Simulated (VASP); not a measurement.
# PtS2 (C2/m) in VASP: further runs, part 2 of 3

VASP 6.6.1. The steps go on from the part before.

## (3) Single point, PBE (strain +0.0500 x Voigt [1, 0, 0, 0, 0, 0])

File INCAR:

```
PREC = Accurate ; ENCUT = 520
EDIFF = 1E-6 ; ISMEAR = 0
SIGMA = 0.05 ; LREAL = False
LASPH = True ; NELM = 100
ALGO = Normal ; ISIF = 2
LWAVE = False ; LCHARG = False
GGA = PE ; NBANDS = 18
```

File KPOINTS:

```
Automatic mesh
0
Gamma
  12 12 8
```

File POSCAR:

```
PtS2
1.0
    3.7203594496      0.0000000000      0.0000000000
   -1.8601797248      3.0685007567      0.0000000000
    0.0000000000      0.0000000000      5.0388000000
Pt S
1 2
Direct
    0.0000000000      0.0000000000      0.0000000000
    0.3333333333      0.6666666667      0.2500000000
    0.6666666667      0.3333333333      0.7500000000
```

Potentials or basis: VASP PAW PBE potentials, release 64 (Pt, S).

The run is started by

```console
cat potpaw_PBE.64/Pt/POTCAR potpaw_PBE.64/S/POTCAR > POTCAR
mpirun -np 1 vasp_std > vasp.out
```

OUTCAR:

```text
PREC = Accurate
   ENCUT = 520
   EDIFF = 1E-6
   ISMEAR = 0
   LREAL = False
   LASPH = True
   NELM = 100
   ISIF = 2
   GGA = PE

 ion  position               nearest neighbor table
   1  0.000  0.000  0.000-   2 2.40   3 2.40   3 2.47   2 2.47   3 2.47   2 2.47
   2  0.333  0.667  0.250-   1 2.40   1 2.47   1 2.47
   3  0.667  0.333  0.750-   1 2.40   1 2.47   1 2.47

  Warning from LATTYP: Monoclinic adjustment (A1->A3, A2->A1, A3->A2)!
  LATTYP: Found a base centered orthorhombic cell.
 ALAT       =     3.7203594496
 B/A-ratio  =     1.6495721977
 C/A-ratio  =     1.3543852599

  Lattice vectors:

 A1 = (   1.8601797248,  -3.0685007567,   0.0000000000)
 A2 = (   1.8601797248,   3.0685007567,   0.0000000000)
 A3 = (   0.0000000000,   0.0000000000,   5.0388000000)

Analysis of symmetry for initial positions (statically):
=====================================================================
 Subroutine PRICEL returns:
 Original cell was already a primitive cell.

 Routine SETGRP: Setting up the symmetry group for a
 base centered orthorhombic supercell.

 Subroutine GETGRP returns: Found  4 space group operations
 (whereof  4 operations were pure point group operations)
 out of a pool of  8 trial point group operations.

The static configuration has the point symmetry C_2h.

Analysis of symmetry for dynamics (positions and initial velocities):
=====================================================================
 Subroutine PRICEL returns:
 Original cell was already a primitive cell.

 Routine SETGRP: Setting up the symmetry group for a
 base centered orthorhombic supercell.

 Subroutine GETGRP returns: Found  4 space group operations
 (whereof  4 operations were pure point group operations)
 out of a pool of  8 trial point group operations.

The dynamic configuration has the point symmetry C_2h.

 Subroutine INISYM returns: Found  4 space group operations
 (whereof  4 operations are pure point group operations),
 and found     1 'primitive' translations

----------------------------------------------------------------------------------------

                                     Primitive cell

  volume of cell :      57.5226

  direct lattice vectors                    reciprocal lattice vectors
     3.720359450  0.000000000  0.000000000     0.268791232  0.162946025  0.000000000
    -1.860179725  3.068500757  0.000000000     0.000000000  0.325892049  0.000000000
     0.000000000  0.000000000  5.038800000     0.000000000  0.000000000  0.198459951

  length of vectors
     3.720359450  3.588309561  5.038800000     0.314324885  0.325892049  0.198459951

  position of ions in fractional coordinates (direct lattice)
     0.000000000  0.000000000  0.000000000
     0.333333333  0.666666667  0.250000000
     0.666666667  0.333333333  0.750000000

  ion indices of the primitive-cell ions
   primitive index   ion index
                 1           1
                 2           2
                 3           3

----------------------------------------------------------------------------------------

 KPOINTS: Automatic mesh

Automatic generation of k-mesh.
 Grid dimensions read from file:
 generate k-points for:   12   12    8

 Generating k-lattice:

  Cartesian coordinates                     Fractional coordinates (reciprocal lattice)
     0.022399269  0.013578835  0.000000000     0.083333333  0.000000000  0.000000000
     0.000000000  0.027157671  0.000000000     0.000000000  0.083333333  0.000000000
     0.000000000  0.000000000  0.024807494     0.000000000  0.000000000  0.125000000

  Length of vectors
     0.026193740  0.027157671  0.024807494

  Shift w.r.t. Gamma in fractional coordinates (k-lattice)
     0.000000000  0.000000000  0.000000000

 Subroutine IBZKPT returns following result:
 ===========================================

 Found    320 irreducible k-points:

 Following reciprocal coordinates:
            Coordinates               Weight
  0.000000  0.000000  0.000000      1.000000
  0.083333  0.000000  0.000000      4.000000
  0.166667  0.000000  0.000000      4.000000
  0.250000  0.000000  0.000000      4.000000
  0.333333  0.000000  0.000000      4.000000
  0.416667  0.000000  0.000000      4.000000
[... 16 lines left out ...]
  0.333333  0.166667  0.000000      4.000000
  0.416667  0.166667  0.000000      4.000000
 [... further k-points ...]
   k-points           NKPTS =    320   k-points in BZ     NKDIM =    320   number of bands    NBANDS=     18
   number of dos      NEDOS =    301   number of ions     NIONS =      3
   total plane-waves  NPLWV =  31360
   dimension x,y,z NGX =    28 NGY =   28 NGZ =   40
   dimension x,y,z NGXF=    56 NGYF=   56 NGZF=   80
   ions per type =               1   2
   NGX,Y,Z   is equivalent  to a cutoff of  12.51, 12.97, 13.20 a.u.
   NGXF,Y,Z  is equivalent  to a cutoff of  25.02, 25.94, 26.39 a.u.
 SYSTEM =  unknown system
   PREC   = accura    normal or accurate (medium, high low for compatibility)
   ISTART =      0    job   : 0-new  1-cont  2-samecut
   ICHARG =      2    charge: 1-file 2-atom 10-const
   ISPIN  =      1    spin polarized calculation?
   LNONCOLLINEAR =      F non collinear calculations
   LSORBIT =      F    spin-orbit coupling
   LASPH  =      T    aspherical Exc in radial PAW
   ENCUT  =  520.0 eV  38.22 Ry    6.18 a.u.   6.92  6.67  9.37*2*pi/ulx,y,z
   NELM   =    100;   NELMIN=  2; NELMDL= -5     # of ELM steps
   EDIFF  = 0.1E-05   stopping-criterion for ELM
   LREAL  =      F    real-space projection
   EDIFFG = 0.1E-04   stopping-criterion for IOM
   NSW    =      0    number of steps for IOM
   IBRION =     -1    ionic relax: 0-MD 1-quasi-New 2-CG
   NFREE  =      0    steps in history (QN), initial steepest desc. (CG)
   ISIF   =      2    stress and relaxation
   ISYM   =      2    0-nonsym 1-usesym 2-fastsym
   POTIM  = 0.5000    time-step for ionic-motion
   TEBEG  =    0.0;   TEEND  =   0.0 temperature during run
   PSTRESS=    0.0 pullay stress
   NELECT =      22.0000    total number of electrons
   NUPDOWN=      -1.0000    fix difference up-down
   EMIN   =  10.00;   EMAX   =-10.00  energy-range for DOS
   EFERMI =   0.00;   METHOD = LEGACY
   ISMEAR =     0;   SIGMA  =   0.05  broadening in eV -4-tet -1-fermi 0-gaus
   EFERMI_NEDOS =   21; number of points for ismear=-14 and -15
   IALGO  =     38    algorithm
   IMIX   =      4    mixing-type and parameters
     AMIX     =   0.40;   BMIX     =  1.00
     AMIX_MAG =   1.60;   BMIX_MAG =  1.00
  volume/ion in A,a.u.               =      19.17       129.39
  Fermi-wavevector in a.u.,A,eV,Ry     =   1.188328  2.245614 19.213104  1.412123
  Thomas-Fermi vector in A             =   2.324460
   LORBIT       =      0    0 simple, 1 ext, 2 COOP (PROOUT), +10 PAW based schemes
   GGA     = PE    functional components
   LHFCALC =     F    Hartree Fock is set to
   AEXX    =    0.0000 exact exchange contribution
   IVDW    =     0    specifies the selected vdW correction
   LEPSILON=     F    determine dielectric tensor
   LRPA    =     F    only Hartree local field effects (RPA)
 non-spin polarized calculation
 Gauss-broadening in eV      SIGMA  =   0.05
  energy-cutoff  :      520.00
  volume of cell :       57.52
 maximum number of plane-waves:      1566
   NGX = 13   NGY = 13   NGZ = 19

 number of electron      22.0000001 magnetization

 Free energy of the ion-electron system (eV)
  ---------------------------------------------------
  ext. energy  EPLUGINS =         0.00000000
  ---------------------------------------------------
  free energy    TOTEN  =       -15.30681044 eV

  energy without entropy =      -15.30681044  energy(sigma->0) =      -15.30681044

 E-fermi :   6.3973     XC(G=0): -10.4607

 val. band max:        6.2444758072   @ k =   0.0000   0.0000   0.0000
 cond. band min:       6.5558855245   @ k =   0.3333   0.3333   0.0000
 fundamental gap:      0.3114097173
 Fermi energy:         6.3973010271

 k-point     1 :       0.0000    0.0000    0.0000
  band No.  band energies     occupation
      1      -8.6570      2.00000
      2      -6.0249      2.00000
      3      -0.4264      2.00000
      4       0.0712      2.00000
      5       0.1172      2.00000
      6       2.5649      2.00000
[... 10 lines left out ...]
     17      14.5316      0.00000
     18      18.7239      0.00000
[... 466 lines left out ...]
      2      -6.7554      2.00000
      3      -0.3837      2.00000
      4       0.5075      2.00000
      5       1.2936      2.00000
      6       1.7914      2.00000
[... 10 lines left out ...]
     17      15.6156      0.00000
     18      16.0594      0.00000

 [... further k-points ...]

------------------------ aborting loop because EDIFF is reached ----------------------------------------

  FORCE on cell =-STRESS in cart. coord.  units (eV):
  Direction    XX          YY          ZZ          XY          YZ          ZX
  --------------------------------------------------------------------------------------
  -------------------------------------------------------------------------------------
  Total       -3.2213912     -0.5414075     -1.3364929      0.0000000      0.6549462      0.0000000
  in kB      -89.7254818    -15.0798347    -37.2253672      0.0000000     18.2422321      0.0000000
  external PRESSURE =     -47.3435612 kB  Pullay stress =       0.0000000 kB

 VOLUME and BASIS-vectors are now :
 -----------------------------------------------------------------------------
  energy-cutoff  :      520.00
  volume of cell :       57.52
      direct lattice vectors                 reciprocal lattice vectors
     3.720359450  0.000000000  0.000000000     0.268791232  0.162946025  0.000000000
    -1.860179725  3.068500757  0.000000000     0.000000000  0.325892049  0.000000000
     0.000000000  0.000000000  5.038800000     0.000000000  0.000000000  0.198459951

 POSITION                                       TOTAL-FORCE (eV/Angst)
 -----------------------------------------------------------------------------------
      0.00000      0.00000      0.00000         0.000000      0.000000      0.000000
     -0.00000      2.04567      1.25970        -0.000000      0.183320     -0.800117
      1.86018      1.02283      3.77910        -0.000000     -0.183320      0.800117
 -----------------------------------------------------------------------------------
    total drift:                               -0.000000     -0.000000     -0.000000

  FREE ENERGIE OF THE ION-ELECTRON SYSTEM (eV)
  ---------------------------------------------------
  free  energy   TOTEN  =       -15.3068104444 eV

  energy  without entropy=      -15.3068104399  energy(sigma->0) =      -15.30681044
```

Wall time 4.8 min (1 thread of Intel Xeon 6975P-C, shared host); peak memory 0.42 GiB.

What came out:

```yaml
Free_energy: -15.3068 eV
Pressure: -4.7 GPa
Largest_force: 0.821 eV/Å
Band_gap_on_the_k_mesh: 0.31 eV, indirect (least direct gap 0.70 eV)
```

Forces in eV/Å, atoms in the order of the input:
```
Pt   0.000  0.000  0.000
S    0.000  0.183 -0.800
S    0.000 -0.183  0.800
```

Stress tensor (GPa, compression positive):
```
-8.97  0.00  0.00
 0.00 -1.51  1.82
 0.00  1.82 -3.72
```

Levels at points of the mesh, in eV from the valence-band top:
```tsv
k point	band 8	band 9	band 10	band 11	band 12	band 13	band 14	band 15
(0.00, 0.00, 0.00)	-2.13	-1.27	-1.09	0.00	1.48	1.61	4.43	4.76
(0.50, 0.00, 0.00)	-3.04	-3.04	-2.86	-2.54	0.98	2.23	5.28	6.53
(0.00, 0.50, 0.00)	-3.20	-3.00	-2.97	-2.43	1.21	2.09	4.86	6.03
(0.00, 0.00, 0.50)	-2.73	-1.59	-1.40	-1.37	2.12	2.25	5.45	6.49
(0.50, 0.00, 0.50)	-3.01	-2.71	-2.52	-1.40	1.22	1.71	4.85	5.40
(0.00, 0.50, 0.50)	-2.98	-2.88	-2.57	-1.45	1.09	1.83	4.68	5.20
```

Caveat: the cell differs from its parent crystal (strain +0.0500 x Voigt [1, 0, 0, 0, 0, 0]); spin-orbit coupling is left out, which moves the levels of the heavy elements.

(Part 2 of 3 ends here.)
